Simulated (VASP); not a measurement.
# Ca (Fm-3m) in VASP: a series of runs, part 2 of 2

VASP 6.6.1. Earlier steps stand in the parts before.

## (4) Relaxation of cell and atoms, r2SCAN

This run uses another cell than the first one, of 43.63 Å³/atom.

POSCAR

```
Ca
1.0
    0.0000000000      2.7942000000      2.7942000000
    2.7942000000      0.0000000000      2.7942000000
    2.7942000000      2.7942000000      0.0000000000
Ca
1
Direct
    0.0000000000      0.0000000000      0.0000000000
```

INCAR.step1

```
  METAGGA = R2SCAN
  ISMEAR = 1
  SIGMA = 0.05
  LWAVE = False
  LCHARG = False
  NSW = 80
  PREC = Accurate
  LASPH = True
  LREAL = False
  ALGO = Normal
  EDIFF = 1E-7
  NELM = 120
  GGA_COMPAT = False
  IBRION = 2
  ISIF = 3
  EDIFFG = -0.002
  NELMIN = 4
  ENCUT = 700
  LMIXTAU = True
  KPAR = 4
  POTIM = 0.5
```

INCAR.step4

```
  METAGGA = R2SCAN
  ISMEAR = 1
  SIGMA = 0.05
  LWAVE = False
  LCHARG = False
  PREC = Accurate
  LASPH = True
  LREAL = False
  ALGO = Normal
  EDIFF = 1E-7
  NELM = 120
  GGA_COMPAT = False
  ISIF = 2
  ENCUT = 700
  LMIXTAU = True
  KPAR = 4
```

KPOINTS

```
Automatic mesh
0
Gamma
  11 11 11
  0 0 0
```

Potentials or basis: VASP PAW PBE potentials, release 64 (Ca_sv).

On the command line:

```console
$ cat potpaw_PBE.64/Ca_sv/POTCAR > POTCAR
$ cp INCAR.step1 INCAR
$ cp POSCAR.step1 POSCAR
$ mpirun -np 4 vasp_std > vasp.out
$ cp CONTCAR POSCAR
$ mpirun -np 4 vasp_std > vasp.out
$ cp CONTCAR POSCAR
$ mpirun -np 4 vasp_std > vasp.out
$ cp CONTCAR POSCAR
$ cp INCAR.step4 INCAR
$ mpirun -np 4 vasp_std > vasp.out
```

OUTCAR:

```text
METAGGA = R2SCAN
   ISMEAR = 1
   PREC = Accurate
   LASPH = True
   LREAL = False
   EDIFF = 1E-7
   NELM = 120
   ISIF = 2
   ENCUT = 700

 ion  position               nearest neighbor table
   1  0.000  0.000  0.000-

  LATTYP: Found a face centered cubic cell.
 ALAT       =     5.5705119233

  Lattice vectors:

 A1 = (   0.0000000000,   2.7852559617,   2.7852559617)
 A2 = (   2.7852559617,   0.0000000000,   2.7852559617)
 A3 = (   2.7852559617,   2.7852559617,   0.0000000000)

Analysis of symmetry for initial positions (statically):
=====================================================================
 Subroutine PRICEL returns:
 Original cell was already a primitive cell.

 Routine SETGRP: Setting up the symmetry group for a
 face centered cubic supercell.

 Subroutine GETGRP returns: Found 48 space group operations
 (whereof 48 operations were pure point group operations)
 out of a pool of 48 trial point group operations.

The static configuration has the point symmetry O_h .

Analysis of symmetry for dynamics (positions and initial velocities):
=====================================================================
 Subroutine PRICEL returns:
 Original cell was already a primitive cell.

 Routine SETGRP: Setting up the symmetry group for a
 face centered cubic supercell.

 Subroutine GETGRP returns: Found 48 space group operations
 (whereof 48 operations were pure point group operations)
 out of a pool of 48 trial point group operations.

The dynamic configuration has the point symmetry O_h .

 Subroutine INISYM returns: Found 48 space group operations
 (whereof 48 operations are pure point group operations),
 and found     1 'primitive' translations

----------------------------------------------------------------------------------------

                                     Primitive cell

  volume of cell :      43.2141

  direct lattice vectors                    reciprocal lattice vectors
     0.000000000  2.785255962  2.785255962    -0.179516715  0.179516715  0.179516715
     2.785255962  0.000000000  2.785255962     0.179516715 -0.179516715  0.179516715
     2.785255962  2.785255962  0.000000000     0.179516715  0.179516715 -0.179516715

  length of vectors
     3.938946756  3.938946756  3.938946756     0.310932071  0.310932071  0.310932071

  position of ions in fractional coordinates (direct lattice)
     0.000000000  0.000000000  0.000000000

  ion indices of the primitive-cell ions
   primitive index   ion index
                 1           1

----------------------------------------------------------------------------------------

 KPOINTS: Automatic mesh

Automatic generation of k-mesh.
 Grid dimensions read from file:
 generate k-points for:   11   11   11

 Generating k-lattice:

  Cartesian coordinates                     Fractional coordinates (reciprocal lattice)
    -0.016319701  0.016319701  0.016319701     0.090909091  0.000000000  0.000000000
     0.016319701 -0.016319701  0.016319701     0.000000000  0.090909091  0.000000000
     0.016319701  0.016319701 -0.016319701     0.000000000  0.000000000  0.090909091

  Length of vectors
     0.028266552  0.028266552  0.028266552

  Shift w.r.t. Gamma in fractional coordinates (k-lattice)
     0.000000000  0.000000000  0.000000000

 Subroutine IBZKPT returns following result:
 ===========================================

 Found     56 irreducible k-points:

 Following reciprocal coordinates:
            Coordinates               Weight
  0.000000  0.000000  0.000000      1.000000
  0.090909  0.000000  0.000000      8.000000
  0.181818  0.000000  0.000000      8.000000
  0.272727  0.000000  0.000000      8.000000
  0.363636  0.000000  0.000000      8.000000
  0.454545  0.000000  0.000000      8.000000
[... 16 lines left out ...]
 -0.272727  0.181818  0.000000     24.000000
 -0.181818  0.181818  0.000000     12.000000
 [... further k-points ...]
   k-points           NKPTS =     56   k-points in BZ     NKDIM =     56   number of bands    NBANDS=      9
   number of dos      NEDOS =    301   number of ions     NIONS =      1
   total plane-waves  NPLWV =  46656
   dimension x,y,z NGX =    36 NGY =   36 NGZ =   36
   dimension x,y,z NGXF=    72 NGYF=   72 NGZF=   72
   ions per type =               1
   NGX,Y,Z   is equivalent  to a cutoff of  15.19, 15.19, 15.19 a.u.
   NGXF,Y,Z  is equivalent  to a cutoff of  30.39, 30.39, 30.39 a.u.
 SYSTEM =  unknown system
   PREC   = accura    normal or accurate (medium, high low for compatibility)
   ISTART =      0    job   : 0-new  1-cont  2-samecut
   ICHARG =      2    charge: 1-file 2-atom 10-const
   ISPIN  =      1    spin polarized calculation?
   LNONCOLLINEAR =      F non collinear calculations
   LSORBIT =      F    spin-orbit coupling
   LASPH  =      T    aspherical Exc in radial PAW
   ENCUT  =  700.0 eV  51.45 Ry    7.17 a.u.   8.50  8.50  8.50*2*pi/ulx,y,z
   NELM   =    120;   NELMIN=  2; NELMDL=  0     # of ELM steps
   EDIFF  = 0.1E-06   stopping-criterion for ELM
   LREAL  =      F    real-space projection
   EDIFFG = 0.1E-05   stopping-criterion for IOM
   NSW    =      0    number of steps for IOM
   IBRION =     -1    ionic relax: 0-MD 1-quasi-New 2-CG
   NFREE  =      0    steps in history (QN), initial steepest desc. (CG)
   ISIF   =      2    stress and relaxation
   ISYM   =      2    0-nonsym 1-usesym 2-fastsym
   POTIM  = 0.5000    time-step for ionic-motion
   TEBEG  =    0.0;   TEEND  =   0.0 temperature during run

   SCALEE = 1.0000    scale energy and forces
   PSTRESS=    0.0 pullay stress
   NELECT =      10.0000    total number of electrons
   NUPDOWN=      -1.0000    fix difference up-down
   EMIN   =  10.00;   EMAX   =-10.00  energy-range for DOS
   EFERMI =   0.00;   METHOD = LEGACY
   ISMEAR =     1;   SIGMA  =   0.05  broadening in eV -4-tet -1-fermi 0-gaus
   EFERMI_NEDOS =   21; number of points for ismear=-14 and -15
   IALGO  =     38    algorithm
   IMIX   =      4    mixing-type and parameters
     AMIX     =   0.40;   BMIX     =  1.00
     AMIX_MAG =   1.60;   BMIX_MAG =  1.00
  volume/ion in A,a.u.               =      43.21       291.62
  Fermi-wavevector in a.u.,A,eV,Ry     =   1.005078  1.899322 13.744355  1.010182
  Thomas-Fermi vector in A             =   2.137734
   LORBIT       =      0    0 simple, 1 ext, 2 COOP (PROOUT), +10 PAW based schemes
   METAGGA = R2SCAN    functional components
   LHFCALC =     F    Hartree Fock is set to
   AEXX    =    0.0000 exact exchange contribution
   IVDW    =     0    specifies the selected vdW correction
   LEPSILON=     F    determine dielectric tensor
   LRPA    =     F    only Hartree local field effects (RPA)

   CSHIFT  =0.1000    complex shift for real part using Kramers Kronig

   OMEGAMAX=  -1.0    maximum frequency
 non-spin polarized calculation
 Methfessel and Paxton  Order N= 1 SIGMA  =   0.05
  energy-cutoff  :      700.00
  volume of cell :       43.21
 maximum number of plane-waves:      1839
 NGX is ok and might be reduce to    36
   NGX = 17   NGY = 17   NGZ = 17

 number of electron      10.0000000 magnetization

 number of electron       9.9999999 magnetization

 Free energy of the ion-electron system (eV)
  ---------------------------------------------------
  ext. energy  EPLUGINS =         0.00000000
  ---------------------------------------------------
  free energy    TOTEN  =        -7.03275809 eV

  energy without entropy =       -7.03243755  energy(sigma->0) =       -7.03265124

 E-fermi :   1.9225     XC(G=0):  -8.1424

 val. band max:        1.8723026478   @ k =  -0.3636   0.4545   0.0909
 cond. band min:       1.9290463711   @ k =  -0.3636   0.3636   0.0909
 fundamental gap:      0.0567437233
 Fermi energy:         1.9224606922

 k-point     1 :       0.0000    0.0000    0.0000
  band No.  band energies     occupation
      1     -41.9255      2.00000
      2     -21.9569      2.00000
      3     -21.9569      2.00000
      4     -21.9569      2.00000
      5      -2.3438      2.00000
      6       4.5812      0.00000
      7       4.5812      0.00000
      8       4.5812      0.00000
      9       5.6791      0.00000

 k-point     2 :       0.0909    0.0000    0.0000
  band No.  band energies     occupation
      1     -41.9245      2.00000
      2     -21.9678      2.00000
      3     -21.9584      2.00000
      4     -21.9584      2.00000
      5      -2.1971      2.00000
      6       4.4112      0.00000
      7       4.6349      0.00000
      8       4.6349      0.00000
      9       5.6309      0.00000
[... 253 lines left out ...]
 k-point    24 :      -0.1818    0.1818    0.0000
  band No.  band energies     occupation
      1     -41.9169      2.00000
      2     -22.0310      2.00000
      3     -21.9881      2.00000
      4     -21.9663      2.00000
      5      -0.8673      2.00000
      6       3.4432      0.00000
      7       4.2680      0.00000
      8       5.0721      0.00000
      9       5.1699      0.00000

 [... further k-points ...]
[... 5 lines left out ...]
  --------------------------------------------------------------------------------------
  -------------------------------------------------------------------------------------
  Total       -0.0019393     -0.0019393     -0.0019393     -0.0000000     -0.0000000     -0.0000000
  in kB       -0.0719013     -0.0719013     -0.0719013     -0.0000000     -0.0000000     -0.0000000
  external PRESSURE =      -0.0719013 kB  Pullay stress =       0.0000000 kB

 VOLUME and BASIS-vectors are now :
 -----------------------------------------------------------------------------
  energy-cutoff  :      700.00
  volume of cell :       43.21
      direct lattice vectors                 reciprocal lattice vectors
     0.000000000  2.785255962  2.785255962    -0.179516715  0.179516715  0.179516715
     2.785255962  0.000000000  2.785255962     0.179516715 -0.179516715  0.179516715
     2.785255962  2.785255962  0.000000000     0.179516715  0.179516715 -0.179516715

 POSITION                                       TOTAL-FORCE (eV/Angst)
 -----------------------------------------------------------------------------------
      0.00000      0.00000      0.00000        -0.000000      0.000000      0.000000
 -----------------------------------------------------------------------------------
    total drift:                               -0.000000      0.000000      0.000000

  FREE ENERGIE OF THE ION-ELECTRON SYSTEM (eV)
  ---------------------------------------------------
  free  energy   TOTEN  =        -7.0327580855 eV

  energy  without entropy=       -7.0324375455  energy(sigma->0) =       -7.03265124
```

Run time: 2.8 min. Hardware: 4 MPI ranks of Intel Xeon 6975P-C (Granite Rapids), shared host; peak memory 0.23 GiB.

What came out:

* Free energy: -7.0328 eV
* Relaxed volume: 43.21 Å³/atom
* Relaxed cell: a = 3.939 Å, b = 3.939 Å, c = 3.939 Å, α = 60.00°, β = 60.00°, γ = 60.00°
* Space group after relaxing (to 0.1 Å): Fm-3m (No. 225)
* Energy gained by relaxing: 0.2 meV/atom
* Ionic steps: 5
* Pressure after relaxing: 0.0 GPa
* Band gap on the k mesh: zero (bands 5 and 6 overlap by 0.43 eV)

The path:
| step | energy change (eV) | largest force (eV/Å) | pressure (GPa) | volume (Å³) |
| --- | --- | --- | --- | --- |
| 1 | 0.0000 | 0.0000 | -0.17 | 43.63 |
| 2 | -0.0002 | 0.0000 | -0.05 | 43.34 |
| 3 | -0.0002 | 0.0000 | 0.00 | 43.21 |
| 4 | -0.0002 | 0.0000 | -0.01 | 43.21 |
| 5 | -0.0002 | 0.0000 | -0.01 | 43.21 |

Final structure:
```
CELL_PARAMETERS angstrom
0.00000 2.78526 2.78526
2.78526 0.00000 2.78526
2.78526 2.78526 0.00000
ATOMIC_POSITIONS crystal
Ca 0.00000 0.00000 0.00000
```

Caveat: the PAW data sets were made with another functional, which shifts forces and pressure a little.

## (5) Overview

```csv
task,level,cell,k mesh,cutoff (eV),smearing,dipole correction,tolerance level,purpose,passes,gap on the mesh (eV),pressure (GPa)
single point,r2SCAN+rVV10,"a = 4.134 Å, angles 60.0°, 1 atom",8 × 8 × 8,520,fermi-dirac 0.05 eV,no,-,-,-,none,-2.1
single point,BLYP,"a = 3.952 Å, angles 60.0°, 1 atom",8 × 8 × 8,500,fermi-dirac 0.15 eV,no,-,-,-,none,-0.3
relaxation of cell and atoms,r2SCAN,"relaxed from a = 3.952 Å, angles 60.0°, 1 atom",11 × 11 × 11,700,methfessel-paxton 0.05 eV,-,tight,cell,3,none,0.0
```

Alike in all rows: potentials or basis VASP PAW PBE potentials, release 64 (Ca_sv); no spin polarisation.

Caveats: the PAW data sets were made with another functional, which shifts forces and pressure a little.

Total energies depend on the potentials used, so only differences within one code and one set of settings carry meaning.
